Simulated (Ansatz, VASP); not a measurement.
## Cd in VASP and in Ansatz

File INCAR:

```
SYSTEM = Cd
PREC = Accurate
ENCUT = 520
EDIFF = 1E-6
ISMEAR = -1
SIGMA = 0.1
LREAL = .FALSE.
LASPH = .TRUE.
NELM = 100
ALGO = Normal
ISIF = 2
LWAVE = .FALSE.
LCHARG = .TRUE.
GGA = B5
ALDAX = 1.0
AGGAX = 1.0
AGGAC = 1.0
ALDAC = 0.0
LELF = .TRUE.
LVHAR = .TRUE.
NBANDS = 12
```

Contents of KPOINTS:

```
Automatic mesh
0
G
  13 13 13
  0 0 0
```

File POSCAR:

```
Cd
1.0
   -1.8983943799      1.8983943799      1.8983943799
    1.8983943799     -1.8983943799      1.8983943799
    1.8983943799      1.8983943799     -1.8983943799
Cd
1
Direct
    0.0000000000      0.0000000000      0.0000000000
```

Input for Ansatz:

```yaml
crystal:
  lattice:
    - [-1.8983943799, 1.8983943799, 1.8983943799]
    - [1.8983943799, -1.8983943799, 1.8983943799]
    - [1.8983943799, 1.8983943799, -1.8983943799]
  atoms:
    - { symbol: Cd, position: [0.0, 0.0, 0.0] }
hamiltonian:
  xc: blyp
  pseudopotentials:
    kind: paw
    azcp:
      Cd: "pseudopotentials/Cd.paw.azcp"
basis:
  ecutwfc: 420
  fft_grid_basis: typed
kpoints:
  mp_grid: { grid: [13, 13, 13], shift: [0, 0, 0] }
magnetization:
  spin_polarized: false
scf:
  occupations: { method: fermi_dirac, width: 0.1 }
  lower_state_search: "off"
output:
  stress: true
```

Alike in both runs: task single point; functional BLYP; k mesh 13 × 13 × 13; occupations fermi-dirac, width 0.1 eV; no spin polarisation.

```csv
,VASP,Ansatz
version,VASP 6.6.1,Ansatz 0.2.0
potentials or method,"VASP PAW PBE potentials, release 64 (Cd), cutoff 520 eV","plane waves (420 eV) with PAW, scalar-relativistic"
valence electrons in the cell,12,20
```

```csv
,VASP,Ansatz,Ansatz less VASP
pressure (GPa),0.5,0.5,-0.06
```

VASP's potentials were made for PBE, not for BLYP. The functional is the same, so the differences come from potentials, cutoffs and numerics. VASP's potentials hold 12 valence electrons a cell and Ansatz's 20, so a difference there can come from the potentials and not from the codes.
